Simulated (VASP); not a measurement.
# TePt (P6_3/mmc) in VASP: further runs

The runs below take TePt through single point, relaxation of shape and atoms at fixed volume, with PBEsol.

All numbers are computed with VASP 6.6.1; they aren't measurements. Logs are shortened: lines on timing, memory, paths and dates and some standing lists are left out, and cuts for length are marked.

**1. The cell of the first run**

The structure is hexagonal, space group P6_3/mmc (No. 194). The conventional cell has a = 4.223 Å, b = 4.223 Å, c = 5.708 Å, α = 90.00°, β = 90.00°, γ = 120.00°. Te (site symmetry -6m2) has 6 Pt at 2.83 Å within 3.7 Å. Pt (site symmetry -3m) has 6 Te at 2.83 Å and 2 Pt at 2.85 Å within 3.7 Å.

**2. Single point, PBEsol (strain along c alone, the other axes held: +3.0 %)**

Input file INCAR:

```
SYSTEM = TePt
  PREC = Accurate
  ENCUT = 520
  EDIFF = 1E-7
  ISMEAR = 0
  SIGMA = 0.1
  LREAL = .False.
  LASPH = .True.
  NELM = 100
  ALGO = Normal
  ISIF = 2
  LWAVE = .False.
  LCHARG = .False.
  GGA = PS
  NBANDS = 24
```

Input file KPOINTS:

```
Automatic mesh
0
Gamma
  12 12 10
  0 0 0
```

Input file POSCAR:

```
TePt
1.0
    4.2231471745      0.0000000000      0.0000000000
   -2.1115735872      3.6573527370      0.0000000000
    0.0000000000      0.0000000000      5.7078987380
Te Pt
2 2
Direct
    0.3333333333      0.6666666667      0.2500000000
    0.6666666667      0.3333333333      0.7500000000
    0.0000000000      0.0000000000      0.0000000000
    0.0000000000      0.0000000000      0.5000000000
```

Potentials or basis: VASP PAW PBE potentials, release 64 (Te, Pt).

Command:

```bash
> cat potpaw_PBE.64/Te/POTCAR potpaw_PBE.64/Pt/POTCAR > POTCAR
> mpirun -np 1 vasp_std > vasp.out
```

OUTCAR:

```text
SYSTEM = TePt
   PREC = Accurate
   ENCUT = 520
   EDIFF = 1E-7
   ISMEAR = 0
   LREAL = .False.
   LASPH = .True.
   NELM = 100
   ISIF = 2
   GGA = PS

 ion  position               nearest neighbor table
   1  0.333  0.667  0.250-   3 2.83   4 2.83   3 2.83   4 2.83   3 2.83   4 2.83
   2  0.667  0.333  0.750-   3 2.83   4 2.83   3 2.83   4 2.83   3 2.83   4 2.83
   3  0.000  0.000  0.000-   1 2.83   2 2.83   1 2.83   2 2.83   2 2.83   1 2.83   4 2.85   4 2.85

   4  0.000  0.000  0.500-   1 2.83   2 2.83   1 2.83   2 2.83   2 2.83   1 2.83   3 2.85   3 2.85

  LATTYP: Found a hexagonal cell.
 ALAT       =     4.2231471745
 C/A-ratio  =     1.3515746675

  Lattice vectors:

 A1 = (   4.2231471745,   0.0000000000,   0.0000000000)
 A2 = (  -2.1115735872,   3.6573527370,   0.0000000000)
 A3 = (   0.0000000000,   0.0000000000,   5.7078987380)

Analysis of symmetry for initial positions (statically):
=====================================================================
 Subroutine PRICEL returns:
 Original cell was already a primitive cell.

 Routine SETGRP: Setting up the symmetry group for a
 hexagonal supercell.

 Subroutine GETGRP returns: Found 24 space group operations
 (whereof 12 operations were pure point group operations)
 out of a pool of 24 trial point group operations.

The static configuration has the point symmetry D_3d.
 The point group associated with its full space group is D_6h.

Analysis of symmetry for dynamics (positions and initial velocities):
=====================================================================
 Subroutine PRICEL returns:
 Original cell was already a primitive cell.

 Routine SETGRP: Setting up the symmetry group for a
 hexagonal supercell.

 Subroutine GETGRP returns: Found 24 space group operations
 (whereof 12 operations were pure point group operations)
 out of a pool of 24 trial point group operations.

The dynamic configuration has the point symmetry D_3d.
 The point group associated with its full space group is D_6h.

 Subroutine INISYM returns: Found 24 space group operations
 (whereof 12 operations are pure point group operations),
 and found     1 'primitive' translations

----------------------------------------------------------------------------------------

                                     Primitive cell

  volume of cell :      88.1616

  direct lattice vectors                    reciprocal lattice vectors
[... 85 lines left out ...]
   ISPIN  =      1    spin polarized calculation?
   LNONCOLLINEAR =      F non collinear calculations
   LSORBIT =      F    spin-orbit coupling
   LASPH  =      T    aspherical Exc in radial PAW
   ENCUT  =  520.0 eV  38.22 Ry    6.18 a.u.   7.85  7.85 10.61*2*pi/ulx,y,z
   NELM   =    100;   NELMIN=  2; NELMDL= -5     # of ELM steps
   EDIFF  = 0.1E-06   stopping-criterion for ELM
   LREAL  =      F    real-space projection
   EDIFFG = 0.1E-05   stopping-criterion for IOM
   NSW    =      0    number of steps for IOM
   IBRION =     -1    ionic relax: 0-MD 1-quasi-New 2-CG
   NFREE  =      0    steps in history (QN), initial steepest desc. (CG)
   ISIF   =      2    stress and relaxation
   ISYM   =      2    0-nonsym 1-usesym 2-fastsym
   POTIM  = 0.5000    time-step for ionic-motion
   TEBEG  =    0.0;   TEEND  =   0.0 temperature during run
   PSTRESS=    0.0 pullay stress
   NELECT =      32.0000    total number of electrons
   NUPDOWN=      -1.0000    fix difference up-down
   EMIN   =  10.00;   EMAX   =-10.00  energy-range for DOS
   EFERMI =   0.00;   METHOD = LEGACY
   ISMEAR =     0;   SIGMA  =   0.10  broadening in eV -4-tet -1-fermi 0-gaus
   EFERMI_NEDOS =   21; number of points for ismear=-14 and -15
   IALGO  =     38    algorithm
   IMIX   =      4    mixing-type and parameters
     AMIX     =   0.40;   BMIX     =  1.00
     AMIX_MAG =   1.60;   BMIX_MAG =  1.00
  volume/ion in A,a.u.               =      22.04       148.74
  Fermi-wavevector in a.u.,A,eV,Ry     =   1.167791  2.206805 18.554746  1.363735
  Thomas-Fermi vector in A             =   2.304286
   LORBIT       =      0    0 simple, 1 ext, 2 COOP (PROOUT), +10 PAW based schemes
   GGA     = PS    functional components
   LHFCALC =     F    Hartree Fock is set to
   AEXX    =    0.0000 exact exchange contribution
   IVDW    =     0    specifies the selected vdW correction
   LEPSILON=     F    determine dielectric tensor
   LRPA    =     F    only Hartree local field effects (RPA)
 non-spin polarized calculation
 Gauss-broadening in eV      SIGMA  =   0.10
  energy-cutoff  :      520.00
  volume of cell :       88.16
 maximum number of plane-waves:      2393
 NGX is ok and might be reduce to    32
   NGX = 15   NGY = 15   NGZ = 21

 number of electron      31.9999998 magnetization

 Free energy of the ion-electron system (eV)
  ---------------------------------------------------
  ext. energy  EPLUGINS =         0.00000000
  ---------------------------------------------------
  free energy    TOTEN  =       -21.79605107 eV

  energy without entropy =      -21.78588392  energy(sigma->0) =      -21.79096749

 E-fermi :   9.0155     XC(G=0): -11.2274

 val. band max:        8.9983072175   @ k =   0.3333   0.0000   0.5000
 cond. band min:       9.0167561801   @ k =   0.0833   0.0833   0.5000
 fundamental gap:      0.0184489626
 Fermi energy:         9.0154599688

 k-point     1 :       0.0000    0.0000    0.0000
  band No.  band energies     occupation
      1      -4.8046      2.00000
      2      -2.3082      2.00000
      3       1.9338      2.00000
      4       3.1702      2.00000
      5       3.1702      2.00000
      6       3.8630      2.00000
[... 637 lines left out ...]
     23      15.5881      0.00000
     24      16.8056      0.00000

 [... further k-points ...]
[... 5 lines left out ...]
  --------------------------------------------------------------------------------------
  -------------------------------------------------------------------------------------
  Total       -1.6349995     -1.6349995     -3.3119988     -0.0000000     -0.0000000      0.0000000
  in kB      -29.7131631    -29.7131631    -60.1895951     -0.0000000     -0.0000000      0.0000000
  external PRESSURE =     -39.8719738 kB  Pullay stress =       0.0000000 kB

 VOLUME and BASIS-vectors are now :
 -----------------------------------------------------------------------------
  energy-cutoff  :      520.00
  volume of cell :       88.16
      direct lattice vectors                 reciprocal lattice vectors
     4.223147175  0.000000000  0.000000000     0.236790232  0.136710904  0.000000000
    -2.111573587  3.657352737  0.000000000     0.000000000  0.273421809  0.000000000
     0.000000000  0.000000000  5.707898738     0.000000000  0.000000000  0.175195820

 POSITION                                       TOTAL-FORCE (eV/Angst)
 -----------------------------------------------------------------------------------
     -0.00000      2.43824      1.42697         0.000000     -0.000000      0.000000
      2.11157      1.21912      4.28092        -0.000000      0.000000      0.000000
      0.00000      0.00000      0.00000        -0.000000      0.000000      0.000000
      0.00000      0.00000      2.85395        -0.000000      0.000000      0.000000
 -----------------------------------------------------------------------------------
    total drift:                               -0.000000      0.000000     -0.000000

  FREE ENERGIE OF THE ION-ELECTRON SYSTEM (eV)
  ---------------------------------------------------
  free  energy   TOTEN  =       -21.7960510686 eV

  energy  without entropy=      -21.7858839154  energy(sigma->0) =      -21.79096749
```

OSZICAR:

```text
N       E                     dE             d eps       ncg     rms          rms(c)
DAV:   1     0.160761595070E+03    0.16076E+03   -0.13892E+04  5480   0.117E+03
DAV:   2    -0.152543782534E+02   -0.17602E+03   -0.16219E+03  6496   0.228E+02
DAV:   3    -0.221315321264E+02   -0.68772E+01   -0.67085E+01  6800   0.437E+01
DAV:   4    -0.222246860346E+02   -0.93154E-01   -0.93119E-01  6304   0.561E+00
DAV:   5    -0.222265631331E+02   -0.18771E-02   -0.18769E-02  7048   0.761E-01    0.199E+01
DAV:   6    -0.218959053277E+02    0.33066E+00   -0.10369E+00  5976   0.776E+00    0.119E+01
DAV:   7    -0.218328192435E+02    0.63086E-01   -0.27513E-01  5640   0.391E+00    0.289E+00
DAV:   8    -0.217964451271E+02    0.36374E-01   -0.11834E-01  5720   0.279E+00    0.130E+00
DAV:   9    -0.217967301732E+02   -0.28505E-03   -0.48752E-03  6784   0.372E-01    0.842E-01
DAV:  10    -0.217962222749E+02    0.50790E-03   -0.40719E-03  5744   0.403E-01    0.173E-01
DAV:  11    -0.217960559211E+02    0.16635E-03   -0.32931E-04  6576   0.144E-01    0.158E-01
DAV:  12    -0.217960538832E+02    0.20379E-05   -0.32311E-05  6288   0.277E-02    0.456E-02
DAV:  13    -0.217960518551E+02    0.20280E-05   -0.35713E-06  6776   0.140E-02    0.108E-02
DAV:  14    -0.217960511507E+02    0.70448E-06   -0.87349E-07  6288   0.617E-03    0.204E-03
DAV:  15    -0.217960510686E+02    0.82112E-07   -0.12005E-07  3920   0.263E-03
   1 F= -.21796051E+02 E0= -.21790967E+02  d E =-.101672E-01
```

stdout:

```text
POSCAR found type information on POSCAR TePt
 POSCAR found :  2 types and       4 ions
 scaLAPACK will be used
 -----------------------------------------------------------------------------
|                                                                             |
|                                                                             |
|     You enforced a specific xc type in the INCAR file but a different       |
|     I HOPE YOU KNOW WHAT YOU ARE DOING!                                     |
|                                                                             |
 -----------------------------------------------------------------------------

 LDA part: xc-table for (Slater+PW92), standard interpolation
 POSCAR, INCAR and KPOINTS ok, starting setup
 FFT: planning ... GRIDC
 FFT: planning ... GRID_SOFT
 FFT: planning ... GRID
 WAVECAR not read
 entering main loop
```

Wall time 2.9 min (1 thread of Intel Xeon Platinum 8488C (Sapphire Rapids), shared host); peak memory 0.36 GiB.

What came out:

```yaml
Free_energy: -21.7961 eV
Pressure: -4.0 GPa
Band_gap_on_the_k_mesh: zero (band 16 reaches 9.98 eV, above the bottom of band 17 at 8.66 eV)
```

Caveat: the cell differs from its parent crystal (strain along c alone, the other axes held: +3.0 %); the PAW data sets were made with another functional, which shifts forces and pressure a little; spin-orbit coupling is left out, which moves the levels of the heavy elements.

**3. Relaxation of shape and atoms at fixed volume, PBEsol (volume scaled by 1.10)**

Input file INCAR:

```
SYSTEM = TePt
ALGO = Normal ; EDIFF = 1E-6
EDIFFG = -0.01 ; ENCUT = 600
GGA = PS ; IBRION = 2
ISIF = 4 ; ISMEAR = 0
LASPH = .True. ; LCHARG = .False.
LREAL = .False. ; LWAVE = .False.
NELM = 60 ; NSW = 50
PREC = Accurate ; SIGMA = 0.1
```

Input file KPOINTS:

```
k-points
0
Gamma
  12 12 8
  0 0 0
```

Input file POSCAR:

```
TePt
1.0
    4.3658563630      0.0000000000      0.0000000000
   -2.1829281815      3.7809425196      0.0000000000
    0.0000000000      0.0000000000      5.7038128443
Te Pt
2 2
Direct
    0.3333333333      0.6666666667      0.2500000000
    0.6666666667      0.3333333333      0.7500000000
    0.0000000000      0.0000000000      0.0000000000
    0.0000000000      0.0000000000      0.5000000000
```

Potentials or basis: VASP PAW PBE potentials, release 64 (Te, Pt).

Command:

```bash
> cat potpaw_PBE.64/Te/POTCAR potpaw_PBE.64/Pt/POTCAR > POTCAR
> mpirun -np 1 vasp_std > vasp.out
```

OUTCAR:

```text
SYSTEM = TePt
   EDIFF = 1E-6
   EDIFFG = -0.01
   ENCUT = 600
   GGA = PS
   IBRION = 2
   ISIF = 4
   ISMEAR = 0
   LASPH = .True.
   LREAL = .False.
   NELM = 60
   NSW = 50
   PREC = Accurate

 ion  position               nearest neighbor table
   1  0.333  0.667  0.250-   3 2.90   4 2.90   3 2.90   4 2.90   3 2.90   4 2.90
   2  0.667  0.333  0.750-   3 2.90   4 2.90   3 2.90   4 2.90   3 2.90   4 2.90
   3  0.000  0.000  0.000-   4 2.85   4 2.85   1 2.90   2 2.90   1 2.90   2 2.90   2 2.90   1 2.90

   4  0.000  0.000  0.500-   3 2.85   3 2.85   1 2.90   2 2.90   1 2.90   2 2.90   2 2.90   1 2.90

  LATTYP: Found a hexagonal cell.
 ALAT       =     4.3658563630
 C/A-ratio  =     1.3064591159

  Lattice vectors:

 A1 = (   4.3658563630,   0.0000000000,   0.0000000000)
 A2 = (  -2.1829281815,   3.7809425196,   0.0000000000)
 A3 = (   0.0000000000,   0.0000000000,   5.7038128443)

Analysis of symmetry for initial positions (statically):
=====================================================================
 Subroutine PRICEL returns:
 Original cell was already a primitive cell.

 Routine SETGRP: Setting up the symmetry group for a
 hexagonal supercell.

 Subroutine GETGRP returns: Found 24 space group operations
 (whereof 12 operations were pure point group operations)
 out of a pool of 24 trial point group operations.

The static configuration has the point symmetry D_3d.
 The point group associated with its full space group is D_6h.

Analysis of symmetry for dynamics (positions and initial velocities):
=====================================================================
 Subroutine PRICEL returns:
 Original cell was already a primitive cell.

 Routine SETGRP: Setting up the symmetry group for a
 hexagonal supercell.

 Subroutine GETGRP returns: Found 24 space group operations
 (whereof 12 operations were pure point group operations)
[... 127 lines left out ...]
     AMIX_MAG =   1.60;   BMIX_MAG =  1.00
  volume/ion in A,a.u.               =      23.54       158.84
  Fermi-wavevector in a.u.,A,eV,Ry     =   1.142475  2.158964 17.758981  1.305248
  Thomas-Fermi vector in A             =   2.279172
   LORBIT       =      0    0 simple, 1 ext, 2 COOP (PROOUT), +10 PAW based schemes
   GGA     = PS    functional components
   LHFCALC =     F    Hartree Fock is set to
   AEXX    =    0.0000 exact exchange contribution
   IVDW    =     0    specifies the selected vdW correction
   LEPSILON=     F    determine dielectric tensor
   LRPA    =     F    only Hartree local field effects (RPA)
 conjugate gradient relaxation of ions
 non-spin polarized calculation
 Gauss-broadening in eV      SIGMA  =   0.10
  energy-cutoff  :      600.00
  volume of cell :       94.15
 maximum number of plane-waves:      3173
 NGX is ok and might be reduce to    36
   NGX = 17   NGY = 17   NGZ = 23

--------------------------------------- Ionic step        1  -------------------------------------------

 number of electron      32.0000000 magnetization

 Free energy of the ion-electron system (eV)
  ---------------------------------------------------
  ext. energy  EPLUGINS =         0.00000000
  ---------------------------------------------------
  free energy    TOTEN  =       -21.53716859 eV

  energy without entropy =      -21.52373639  energy(sigma->0) =      -21.53045249

------------------------ aborting loop because EDIFF is reached ----------------------------------------

  FORCE on cell =-STRESS in cart. coord.  units (eV):
  Direction    XX          YY          ZZ          XY          YZ          ZX
  --------------------------------------------------------------------------------------
  -------------------------------------------------------------------------------------
  Total       -6.0147550     -6.0147550     -6.2564538     -0.0000000      0.0000000      0.0000000
  in kB     -102.3513879   -102.3513879   -106.4643089     -0.0000000      0.0000000      0.0000000
  external PRESSURE =    -103.7223616 kB  Pullay stress =       0.0000000 kB
[... 63 lines left out ...]
--------------------------------------- Ionic step        3  -------------------------------------------

 number of electron      31.9999998 magnetization

 Free energy of the ion-electron system (eV)
  ---------------------------------------------------
  ext. energy  EPLUGINS =         0.00000000
  ---------------------------------------------------
  free energy    TOTEN  =       -21.53755798 eV

  energy without entropy =      -21.52405094  energy(sigma->0) =      -21.53080446

 E-fermi :   7.9753     XC(G=0): -10.9026

 val. band max:        7.9725471494   @ k =   0.3333   0.0000   0.5000
 cond. band min:       7.9827273994   @ k =   0.0833   0.0833   0.5000
 fundamental gap:      0.0101802500
 Fermi energy:         7.9753047536

 k-point     1 :       0.0000    0.0000    0.0000
  band No.  band energies     occupation
      1      -5.2822      2.00000
      2      -3.0120      2.00000
      3       1.5799      2.00000
      4       2.5693      2.00000
      5       2.5693      2.00000
      6       3.1163      2.00000
[... 541 lines left out ...]
     19      10.5644      0.00000
     20      11.2939      0.00000

 [... further k-points ...]
[... 5 lines left out ...]
  --------------------------------------------------------------------------------------
  -------------------------------------------------------------------------------------
  Total       -6.0829420     -6.0829420     -6.0801526      0.0000000     -0.0000000      0.0000000
  in kB     -103.5117083   -103.5117083   -103.4642413      0.0000000     -0.0000000      0.0000000
  external PRESSURE =    -103.4958860 kB  Pullay stress =       0.0000000 kB
[... 19 lines left out ...]
  FREE ENERGIE OF THE ION-ELECTRON SYSTEM (eV)
  ---------------------------------------------------
  free  energy   TOTEN  =       -21.5375579794 eV

  energy  without entropy=      -21.5240509413  energy(sigma->0) =      -21.53080446

 reached required accuracy - stopping structural energy minimisation
```

Run time: 7.7 min. Hardware: 1 thread of Oxide Virtual Turin-like, shared host; peak memory 0.36 GiB.

Results:

* Free energy: -21.5376 eV
* Energy gained by relaxing: 0.1 meV/atom
* Ionic steps: 3
* Pressure after relaxing: -10.3 GPa
* Band gap on the k mesh: zero (band 16 reaches 8.85 eV, above the bottom of band 17 at 7.54 eV)

Step by step:
```tsv
step	energy change (eV)	largest force (eV/Å)	pressure (GPa)	volume (Å³)
1	0.0000	0.0000	-10.37	94.15
2	-0.0003	0.0000	-10.36	94.15
3	-0.0004	0.0000	-10.35	94.15
```

Final structure:
```yaml
crystal:
  lattice:
    - [4.37318, 0.00000, 0.00000]
    - [-2.18659, 3.78729, 0.00000]
    - [0.00000, 0.00000, 5.68471]
  atoms:
    - { symbol: Te, position: [0.33333, 0.66667, 0.25000] }
    - { symbol: Te, position: [0.66667, 0.33333, 0.75000] }
    - { symbol: Pt, position: [0.00000, 0.00000, 0.00000] }
    - { symbol: Pt, position: [0.00000, 0.00000, 0.50000] }
```

Levels at points of the mesh, in eV from the Fermi level:
```tsv
k point	band 12	band 13	band 14	band 15	band 16	band 17	band 18	band 19	band 20
(0.00, 0.00, 0.00)	-1.57	-1.46	-1.46	0.23	0.60	0.97	1.88	1.91	1.91
(0.50, 0.00, 0.00)	-2.44	-2.19	-1.70	-1.60	-1.57	1.25	2.22	3.46	3.49
(0.00, 0.00, 0.50)	-2.85	-2.40	-2.40	0.88	0.88	0.88	0.88	3.46	3.46
(0.50, 0.00, 0.50)	-2.51	-2.50	-2.50	-0.31	-0.31	0.27	0.27	2.49	2.49
```

Caveat: the cell differs from its parent crystal (volume scaled by 1.10); the PAW data sets were made with another functional, which shifts forces and pressure a little; spin-orbit coupling is left out, which moves the levels of the heavy elements.
